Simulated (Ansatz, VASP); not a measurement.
# Mg: VASP beside Ansatz

```
Mg
1.0
     3.20927    0.00000    0.00000
    -1.60464    2.77931    0.00000
     0.00000    0.00000    5.21033
Mg
2
Cartesian
  0.0000 2.3029 1.3026
  1.6046 0.9264 3.9077
```

Alike in both runs: task single point; functional PBEsol; k mesh 18 × 18 × 10; occupations gaussian, width 0.15 eV; no spin polarisation.

|  | VASP | Ansatz |
| --- | --- | --- |
| version | VASP 6.6.1 | Ansatz 0.2.0 |
| potentials or method | VASP PAW PBE potentials, release 64 (Mg), cutoff 520 eV | scalar-relativistic, plane waves, PAW |
| valence electrons in the cell | 4 | 20 |

VASP gave:

| Item | Value |
| --- | --- |
| gap on the k mesh at the Fermi level (eV) | none |
| pressure (GPa) | -0.6 |
| traceless stress, the component that is largest in VASP (GPa) | -1.50 |
| rms of the force components (eV/Å) | 0.230 |

Problem. Estimate Ansatz's values.

Solution. gap on the k mesh at the Fermi level (eV): none; pressure (GPa): -0.6; traceless stress, the component that is largest in VASP (GPa): -1.49; rms of the force components (eV/Å): 0.229.

VASP's potentials were made for PBE, not for PBEsol. Atom by atom the forces differ by 0.001 eV/Å (rms over components). A gap of «none» marks a metal or a gap that the smearing closes. The functional is the same, so the differences come from potentials, cutoffs and numerics. VASP's potentials hold 4 valence electrons a cell and Ansatz's 20, so a difference there can come from the potentials and not from the codes.
